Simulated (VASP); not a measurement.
# BeZn2Se3 (I-4m2) in VASP: a series of runs

The runs below take BeZn2Se3 through single point, with PBE.

All numbers are computed with VASP 6.6.1; they aren't measurements. Logs are shortened: lines on timing, memory, paths and dates and some standing lists are left out, and cuts for length are marked.

### 1 The cell of the first run

It takes space group I-4m2 (No. 119, tetragonal). Conventional cell: a = 4.034 Å, b = 4.034 Å, c = 17.326 Å, α = 90.00°, β = 90.00°, γ = 90.00°. Within 3.1 Å of Be (site symmetry -4m2) lie 4 Se at 2.38 Å. Zn (site symmetry 2mm) has 4 Se at 2.53 to 2.54 Å within 3.3 Å. Se (site symmetry 2mm) has 2 Be at 2.38 Å and 2 Zn at 2.54 Å within 3.1 Å. Se (site symmetry -4m2) has 4 Zn at 2.53 Å within 3.3 Å.

### 2 Single point, PBE (23.50 Å³/atom)

File INCAR:

```
SYSTEM = BeZn2Se3
PREC = Accurate ; ENCUT = 520
EDIFF = 1E-7 ; ISMEAR = 0
SIGMA = 0.02 ; LREAL = .FALSE.
LASPH = .TRUE. ; NELM = 100
ALGO = Normal ; ISIF = 2
LWAVE = .FALSE. ; LCHARG = .TRUE.
GGA = PE ; LELF = .TRUE.
LVHAR = .TRUE. ; NBANDS = 31
```

File KPOINTS:

```
Automatic mesh
0
G
  10 10 10
  0 0 0
```

File POSCAR:

```
BeZn2Se3
1.0
   -2.0171603604      2.0171603604      8.6631518958
    2.0171603604     -2.0171603604      8.6631518958
    2.0171603604      2.0171603604     -8.6631518958
Be Zn Se
1 2 3
Direct
    0.5000000000      0.5000000000      0.0000000000
    0.8383671886      0.8383671886      0.0000000000
    0.1616328114      0.1616328114      0.0000000000
    0.4275435449      0.9275435449      0.5000000000
    0.0724564551      0.5724564551      0.5000000000
    0.7500000000      0.2500000000      0.5000000000
```

Potentials or basis: VASP PAW PBE potentials, release 64 (Be, Zn, Se).

Started as:

```console
$ cat potpaw_PBE.64/Be/POTCAR potpaw_PBE.64/Zn/POTCAR potpaw_PBE.64/Se/POTCAR > POTCAR
$ mpirun -np 1 vasp_std > vasp.out
```

OUTCAR:

```text
SYSTEM = BeZn2Se3
   PREC = Accurate
   ENCUT = 520
   EDIFF = 1E-7
   ISMEAR = 0
   LREAL = .FALSE.
   LASPH = .TRUE.
   NELM = 100
   ISIF = 2
   GGA = PE

 ion  position               nearest neighbor table
   1  0.500  0.500  0.000-   5 2.38   4 2.38   5 2.38   4 2.38
   2  0.838  0.838  0.000-   6 2.53   6 2.53   4 2.54   4 2.54
   3  0.162  0.162  0.000-   6 2.53   6 2.53   5 2.54   5 2.54
   4  0.428  0.928  0.500-   1 2.38   1 2.38   2 2.54   2 2.54
   5  0.072  0.572  0.500-   1 2.38   1 2.38   3 2.54   3 2.54
   6  0.750  0.250  0.500-   2 2.53   3 2.53   2 2.53   3 2.53

  LATTYP: Found a body centered tetragonal cell.
 ALAT       =     4.0343207208
 C/A-ratio  =     4.2947264213

  Lattice vectors:

 A1 = (  -2.0171603604,   2.0171603604,   8.6631518958)
 A2 = (   2.0171603604,  -2.0171603604,   8.6631518958)
 A3 = (   2.0171603604,   2.0171603604,  -8.6631518958)

Analysis of symmetry for initial positions (statically):
=====================================================================
 Subroutine PRICEL returns:
 Original cell was already a primitive cell.

 Routine SETGRP: Setting up the symmetry group for a
 body centered tetragonal supercell.

 Subroutine GETGRP returns: Found  8 space group operations
 (whereof  8 operations were pure point group operations)
 out of a pool of 16 trial point group operations.

The static configuration has the point symmetry D_2d.

Analysis of symmetry for dynamics (positions and initial velocities):
=====================================================================
 Subroutine PRICEL returns:
 Original cell was already a primitive cell.

 Routine SETGRP: Setting up the symmetry group for a
 body centered tetragonal supercell.

 Subroutine GETGRP returns: Found  8 space group operations
 (whereof  8 operations were pure point group operations)
 out of a pool of 16 trial point group operations.

The dynamic configuration has the point symmetry D_2d.

 Subroutine INISYM returns: Found  8 space group operations
 (whereof  8 operations are pure point group operations),
 and found     1 'primitive' translations

----------------------------------------------------------------------------------------

                                     Primitive cell

  volume of cell :     140.9992

  direct lattice vectors                    reciprocal lattice vectors
    -2.017160360  2.017160360  8.663151896     0.000000000  0.247873203  0.057715714
     2.017160360 -2.017160360  8.663151896     0.247873203  0.000000000  0.057715714
     2.017160360  2.017160360 -8.663151896     0.247873203  0.247873203  0.000000000

  length of vectors
     9.120749564  9.120749564  9.120749564     0.254503887  0.254503887  0.350545646

  position of ions in fractional coordinates (direct lattice)
     0.500000000  0.500000000  0.000000000
     0.838367189  0.838367189  0.000000000
     0.161632811  0.161632811  0.000000000
     0.427543545  0.927543545  0.500000000
     0.072456455  0.572456455  0.500000000
     0.750000000  0.250000000  0.500000000

  ion indices of the primitive-cell ions
   primitive index   ion index
                 1           1
                 2           2
                 3           3
                 4           4
                 5           5
                 6           6

----------------------------------------------------------------------------------------

 KPOINTS: Automatic mesh

Automatic generation of k-mesh.
 Grid dimensions read from file:
 generate k-points for:   10   10   10

 Generating k-lattice:

  Cartesian coordinates                     Fractional coordinates (reciprocal lattice)
     0.000000000  0.024787320  0.005771571     0.100000000  0.000000000 -0.000000000
     0.024787320  0.000000000  0.005771571     0.000000000  0.100000000 -0.000000000
     0.024787320  0.024787320  0.000000000     0.000000000  0.000000000  0.100000000

  Length of vectors
     0.025450389  0.025450389  0.035054565

  Shift w.r.t. Gamma in fractional coordinates (k-lattice)
     0.000000000  0.000000000  0.000000000

 Subroutine IBZKPT returns following result:
 ===========================================

 Found    102 irreducible k-points:

 Following reciprocal coordinates:
            Coordinates               Weight
  0.000000  0.000000  0.000000      1.000000
  0.100000 -0.000000  0.000000      8.000000
  0.200000 -0.000000  0.000000      8.000000
  0.300000 -0.000000  0.000000      8.000000
  0.400000 -0.000000  0.000000      8.000000
  0.500000 -0.000000  0.000000      4.000000
[... 16 lines left out ...]
  0.300000  0.300000  0.000000      8.000000
  0.400000  0.300000  0.000000     16.000000
 [... further k-points ...]
   k-points           NKPTS =    102   k-points in BZ     NKDIM =    102   number of bands    NBANDS=     31
   number of dos      NEDOS =    301   number of ions     NIONS =      6
   total plane-waves  NPLWV = 343000
   dimension x,y,z NGX =    70 NGY =   70 NGZ =   70
   dimension x,y,z NGXF=   140 NGYF=  140 NGZF=  140
   ions per type =               1   2   3
   NGX,Y,Z   is equivalent  to a cutoff of  12.76, 12.76, 12.76 a.u.
   NGXF,Y,Z  is equivalent  to a cutoff of  25.52, 25.52, 25.52 a.u.
 SYSTEM =  BeZn2Se3
   PREC   = accura    normal or accurate (medium, high low for compatibility)
   ISTART =      0    job   : 0-new  1-cont  2-samecut
   ICHARG =      2    charge: 1-file 2-atom 10-const
   ISPIN  =      1    spin polarized calculation?
   LNONCOLLINEAR =      F non collinear calculations
   LSORBIT =      F    spin-orbit coupling
   LASPH  =      T    aspherical Exc in radial PAW
   ENCUT  =  520.0 eV  38.22 Ry    6.18 a.u.  16.96 16.96 16.96*2*pi/ulx,y,z
   NELM   =    100;   NELMIN=  2; NELMDL= -5     # of ELM steps
   EDIFF  = 0.1E-06   stopping-criterion for ELM
   LREAL  =      F    real-space projection
   EDIFFG = 0.1E-05   stopping-criterion for IOM
   NSW    =      0    number of steps for IOM
   IBRION =     -1    ionic relax: 0-MD 1-quasi-New 2-CG
   NFREE  =      0    steps in history (QN), initial steepest desc. (CG)
   ISIF   =      2    stress and relaxation
   ISYM   =      2    0-nonsym 1-usesym 2-fastsym
   POTIM  = 0.5000    time-step for ionic-motion
   TEBEG  =    0.0;   TEEND  =   0.0 temperature during run
   PSTRESS=    0.0 pullay stress
   NELECT =      44.0000    total number of electrons
   NUPDOWN=      -1.0000    fix difference up-down
   EMIN   =  10.00;   EMAX   =-10.00  energy-range for DOS
   EFERMI =   0.00;   METHOD = LEGACY
   ISMEAR =     0;   SIGMA  =   0.02  broadening in eV -4-tet -1-fermi 0-gaus
   EFERMI_NEDOS =   21; number of points for ismear=-14 and -15
   IALGO  =     38    algorithm
   IMIX   =      4    mixing-type and parameters
     AMIX     =   0.40;   BMIX     =  1.00
     AMIX_MAG =   1.60;   BMIX_MAG =  1.00
  volume/ion in A,a.u.               =      23.50       158.58
  Fermi-wavevector in a.u.,A,eV,Ry     =   1.110419  2.098387 16.776390  1.233030
  Thomas-Fermi vector in A             =   2.246970
   LORBIT       =      0    0 simple, 1 ext, 2 COOP (PROOUT), +10 PAW based schemes
   GGA     = PE    functional components
   LHFCALC =     F    Hartree Fock is set to
   AEXX    =    0.0000 exact exchange contribution
   IVDW    =     0    specifies the selected vdW correction
   LEPSILON=     F    determine dielectric tensor
   LRPA    =     F    only Hartree local field effects (RPA)
 non-spin polarized calculation
 Gauss-broadening in eV      SIGMA  =   0.02
  energy-cutoff  :      520.00
  volume of cell :      141.00
 maximum number of plane-waves:      3848
 NGX is ok and might be reduce to    70
   NGX = 33   NGY = 33   NGZ = 33

 number of electron      44.0000001 magnetization

 Free energy of the ion-electron system (eV)
  ---------------------------------------------------
  ext. energy  EPLUGINS =         0.00000000
  ---------------------------------------------------
  free energy    TOTEN  =       -20.55931976 eV

  energy without entropy =      -20.55931976  energy(sigma->0) =      -20.55931976

 E-fermi :   1.2990     XC(G=0):  -8.8472

 val. band max:        1.1903949667   @ k =   0.0000   0.0000   0.0000
 cond. band min:       2.6186960652   @ k =   0.0000   0.0000   0.0000
 fundamental gap:      1.4283010985
 Fermi energy:         1.2990096680

 k-point     1 :       0.0000    0.0000    0.0000
  band No.  band energies     occupation
      1     -11.6017      2.00000
      2     -10.9724      2.00000
      3     -10.7782      2.00000
      4      -5.0362      2.00000
      5      -4.9837      2.00000
      6      -4.9837      2.00000
[... 23 lines left out ...]
     30       6.7692      0.00000
     31       9.4124      0.00000

 k-point     2 :       0.1000   -0.0000    0.0000
  band No.  band energies     occupation
      1     -11.5590      2.00000
      2     -10.9653      2.00000
      3     -10.7594      2.00000
      4      -5.0266      2.00000
      5      -4.9862      2.00000
      6      -4.9812      2.00000
[... 23 lines left out ...]
     30       6.9800      0.00000
     31       8.6410      0.00000

 k-point     3 :       0.2000   -0.0000    0.0000
  band No.  band energies     occupation
      1     -11.4378      2.00000
      2     -10.9417      2.00000
      3     -10.7221      2.00000
      4      -5.0075      2.00000
      5      -4.9853      2.00000
      6      -4.9743      2.00000
[... 23 lines left out ...]
     30       7.3658      0.00000
     31       8.0977      0.00000

 k-point     4 :       0.3000   -0.0000    0.0000
  band No.  band energies     occupation
      1     -11.2587      2.00000
      2     -10.9045      2.00000
      3     -10.7068      2.00000
      4      -4.9937      2.00000
      5      -4.9716      2.00000
      6      -4.9644      2.00000
[... 635 lines left out ...]
     30       7.5496      0.00000
     31       8.0488      0.00000

 k-point    23 :       0.3000    0.3000    0.0000
  band No.  band energies     occupation
      1     -10.9667      2.00000
      2     -10.8069      2.00000
      3     -10.6145      2.00000
      4      -4.9571      2.00000
      5      -4.9505      2.00000
      6      -4.9078      2.00000
[... 23 lines left out ...]
     30       7.8444      0.00000
     31       8.2932      0.00000

 k-point    24 :       0.4000    0.3000    0.0000
  band No.  band energies     occupation
      1     -10.8201      2.00000
      2     -10.7397      2.00000
      3     -10.6326      2.00000
      4      -4.9506      2.00000
      5      -4.9273      2.00000
      6      -4.8945      2.00000
[... 23 lines left out ...]
     30       8.0970      0.00000
     31       8.5998      0.00000

 [... further k-points ...]

------------------------ aborting loop because EDIFF is reached ----------------------------------------

  FORCE on cell =-STRESS in cart. coord.  units (eV):
  Direction    XX          YY          ZZ          XY          YZ          ZX
  --------------------------------------------------------------------------------------
  -------------------------------------------------------------------------------------
  Total       -4.1282675     -4.1282675     -4.1335200      0.0000000      0.0000000     -0.0000000
  in kB      -46.9095905    -46.9095905    -46.9692748      0.0000000      0.0000000     -0.0000000
  external PRESSURE =     -46.9294853 kB  Pullay stress =       0.0000000 kB

 VOLUME and BASIS-vectors are now :
 -----------------------------------------------------------------------------
  energy-cutoff  :      520.00
  volume of cell :      141.00
      direct lattice vectors                 reciprocal lattice vectors
    -2.017160360  2.017160360  8.663151896     0.000000000  0.247873203  0.057715714
     2.017160360 -2.017160360  8.663151896     0.247873203  0.000000000  0.057715714
     2.017160360  2.017160360 -8.663151896     0.247873203  0.247873203  0.000000000

 POSITION                                       TOTAL-FORCE (eV/Angst)
 -----------------------------------------------------------------------------------
      0.00000      0.00000      8.66315        -0.000000      0.000000     -0.000000
      0.00000      0.00000     14.52580         0.000000     -0.000000      0.002935
      0.00000      0.00000      2.80050         0.000000     -0.000000     -0.002935
      2.01716      0.00000      7.40775        -0.000000     -0.000000      0.013601
      2.01716      0.00000      1.25540        -0.000000      0.000000     -0.013601
      0.00000      2.01716      4.33158        -0.000000      0.000000     -0.000000
 -----------------------------------------------------------------------------------
    total drift:                               -0.000001      0.000001      0.000000

  FREE ENERGIE OF THE ION-ELECTRON SYSTEM (eV)
  ---------------------------------------------------
  free  energy   TOTEN  =       -20.5593197647 eV

  energy  without entropy=      -20.5593197647  energy(sigma->0) =      -20.55931976
```

Wall time 58 min (1 thread of Intel Xeon 8259CL, shared host); peak memory 0.92 GiB.

What came out:

```
Free energy            : -20.5593 eV
Pressure               : -4.7 GPa
Largest force          : 0.014 eV/Å
Band gap on the k mesh : 1.43 eV
```

Forces on the atoms (eV/Å):
```
Be   0.000  0.000  0.000
Zn   0.000  0.000  0.003
Zn   0.000  0.000 -0.003
Se   0.000  0.000  0.014
Se   0.000  0.000 -0.014
Se   0.000  0.000  0.000
```

Caveat: the cell stands under tension. A k mesh can miss the band edges.

### 3 Single point, PBE (22.00 Å³/atom)

This run uses another cell than the first one, of 22.00 Å³/atom.

File INCAR:

```
SYSTEM = BeZn2Se3
PREC = Accurate ; ENCUT = 520
EDIFF = 1E-7 ; ISMEAR = 0
SIGMA = 0.02 ; LREAL = .False.
LASPH = .True. ; NELM = 60
ALGO = Normal ; ISIF = 2
LWAVE = .False. ; LCHARG = .True.
GGA = PE ; LELF = .True.
LVHAR = .True. ; NBANDS = 31
```

File KPOINTS:

```
Automatic mesh
0
Gamma
  10 10 10
  0 0 0
```

File POSCAR:

```
BeZn2Se3
1.0
   -1.9722193306      1.9722193306      8.4857629703
    1.9722193306     -1.9722193306      8.4857629703
    1.9722193306      1.9722193306     -8.4857629703
Be Zn Se
1 2 3
Direct
    0.5000000000      0.5000000000      0.0000000000
    0.8385305356      0.8385305356      0.0000000000
    0.1614694644      0.1614694644      0.0000000000
    0.4278862801      0.9278862801      0.5000000000
    0.0721137199      0.5721137199      0.5000000000
    0.7500000000      0.2500000000      0.5000000000
```

Potentials or basis: VASP PAW PBE potentials, release 64 (Be, Zn, Se).

Started as:

```console
$ cat potpaw_PBE.64/Be/POTCAR potpaw_PBE.64/Zn/POTCAR potpaw_PBE.64/Se/POTCAR > POTCAR
$ mpirun -np 1 vasp_std > vasp.out
```

OUTCAR:

```text
SYSTEM = BeZn2Se3
   PREC = Accurate
   ENCUT = 520
   EDIFF = 1E-7
   ISMEAR = 0
   LREAL = .False.
   LASPH = .True.
   NELM = 60
   ISIF = 2
   GGA = PE

 ion  position               nearest neighbor table
   1  0.500  0.500  0.000-   5 2.32   4 2.32   5 2.32   4 2.32
   2  0.839  0.839  0.000-   6 2.48   6 2.48   4 2.49   4 2.49
   3  0.161  0.161  0.000-   6 2.48   6 2.48   5 2.49   5 2.49
   4  0.428  0.928  0.500-   1 2.32   1 2.32   2 2.49   2 2.49
   5  0.072  0.572  0.500-   1 2.32   1 2.32   3 2.49   3 2.49
   6  0.750  0.250  0.500-   2 2.48   3 2.48   2 2.48   3 2.48

[... 1023 lines left out ...]
  -------------------------------------------------------------------------------------
  Total       -1.2679940     -1.2679940     -1.2747309      0.0000000      0.0000000     -0.0000000
  in kB      -15.3874433    -15.3874433    -15.4691975      0.0000000      0.0000000     -0.0000000
  external PRESSURE =     -15.4146947 kB  Pullay stress =       0.0000000 kB

 VOLUME and BASIS-vectors are now :
 -----------------------------------------------------------------------------
  energy-cutoff  :      520.00
  volume of cell :      132.03
      direct lattice vectors                 reciprocal lattice vectors
    -1.972219331  1.972219331  8.485762970     0.000000000  0.253521498  0.058922221
     1.972219331 -1.972219331  8.485762970     0.253521498  0.000000000  0.058922221
     1.972219331  1.972219331 -8.485762970     0.253521498  0.253521498  0.000000000

 POSITION                                       TOTAL-FORCE (eV/Angst)
 -----------------------------------------------------------------------------------
      0.00000      0.00000      8.48576         0.000000     -0.000000     -0.000000
      0.00000      0.00000     14.23114         0.000000     -0.000000      0.000926
      0.00000      0.00000      2.74038         0.000000     -0.000000     -0.000926
      1.97222      0.00000      7.26188        -0.000000      0.000000      0.015460
      1.97222      0.00000      1.22388        -0.000000      0.000000     -0.015460
     -0.00000      1.97222      4.24288         0.000000     -0.000000     -0.000000
 -----------------------------------------------------------------------------------
    total drift:                               -0.000001      0.000001     -0.000000

  FREE ENERGIE OF THE ION-ELECTRON SYSTEM (eV)
  ---------------------------------------------------
  free  energy   TOTEN  =       -20.7394526220 eV

  energy  without entropy=      -20.7394526220  energy(sigma->0) =      -20.73945262
```

OSZICAR:

```text
N       E                     dE             d eps       ncg     rms          rms(c)
DAV:   1     0.298117397794E+03    0.29812E+03   -0.19388E+04  6324   0.148E+03
DAV:   2     0.117612576631E+02   -0.28636E+03   -0.27213E+03  6475   0.336E+02
DAV:   3    -0.205763153256E+02   -0.32338E+02   -0.31886E+02  7706   0.112E+02
DAV:   4    -0.214861451272E+02   -0.90983E+00   -0.90790E+00  7577   0.188E+01
DAV:   5    -0.214947840898E+02   -0.86390E-02   -0.86381E-02  7588   0.177E+00    0.689E+00
DAV:   6    -0.207735342270E+02    0.72125E+00   -0.15511E+00  9045   0.334E+01    0.526E+00
DAV:   7    -0.207349623718E+02    0.38572E-01   -0.98779E-01  7655   0.533E+00    0.203E+00
DAV:   8    -0.207379803962E+02   -0.30180E-02   -0.40263E-02  7352   0.197E+00    0.590E-01
DAV:   9    -0.207391074328E+02   -0.11270E-02   -0.84909E-03  7811   0.124E+00    0.118E-01
DAV:  10    -0.207392247845E+02   -0.11735E-03   -0.13729E-03  7736   0.522E-01    0.633E-02
DAV:  11    -0.207394256522E+02   -0.20087E-03   -0.49489E-04  7339   0.131E-01    0.190E-02
DAV:  12    -0.207394425719E+02   -0.16920E-04   -0.26539E-05  7842   0.466E-02    0.127E-02
DAV:  13    -0.207394519883E+02   -0.94164E-05   -0.22407E-05  6991   0.424E-02    0.400E-03
DAV:  14    -0.207394523739E+02   -0.38555E-06   -0.30457E-06  8105   0.235E-02    0.129E-03
DAV:  15    -0.207394526096E+02   -0.23571E-06   -0.83018E-07  7151   0.438E-03    0.730E-04
DAV:  16    -0.207394526220E+02   -0.12414E-07   -0.83997E-08  5782   0.194E-03
   1 F= -.20739453E+02 E0= -.20739453E+02  d E =-.541999E-11
```

Run time: 55 min. Hardware: 1 thread of Intel Xeon 8259CL, shared host; peak memory 0.94 GiB.

Results:

```
Free energy            : -20.7395 eV
Pressure               : -1.5 GPa
Largest force          : 0.015 eV/Å
Band gap on the k mesh : 1.70 eV
```

Forces in eV/Å, atoms in the order of the input:
```
Be   0.000  0.000  0.000
Zn   0.000  0.000  0.001
Zn   0.000  0.000 -0.001
Se   0.000  0.000  0.015
Se   0.000  0.000 -0.015
Se   0.000  0.000  0.000
```

Levels at points of the mesh, in eV from the valence-band top:
```tsv
k point	band 18	band 19	band 20	band 21	band 22	band 23	band 24	band 25	band 26	band 27
(0.00, 0.00, 0.00)	-1.42	-1.42	-0.22	0.00	0.00	1.70	3.00	3.70	4.10	4.35
(0.50, 0.00, 0.00)	-2.03	-1.61	-0.94	-0.70	-0.59	2.72	3.85	3.94	5.72	5.93
(0.50, 0.50, 0.00)	-2.74	-2.58	-2.55	-2.15	-2.15	2.91	3.33	4.42	4.44	4.61
(0.50, 0.50, 0.50)	-1.65	-0.85	-0.85	-0.50	-0.50	2.71	3.48	3.60	3.93	4.38
```

[end of part 1 of 2]
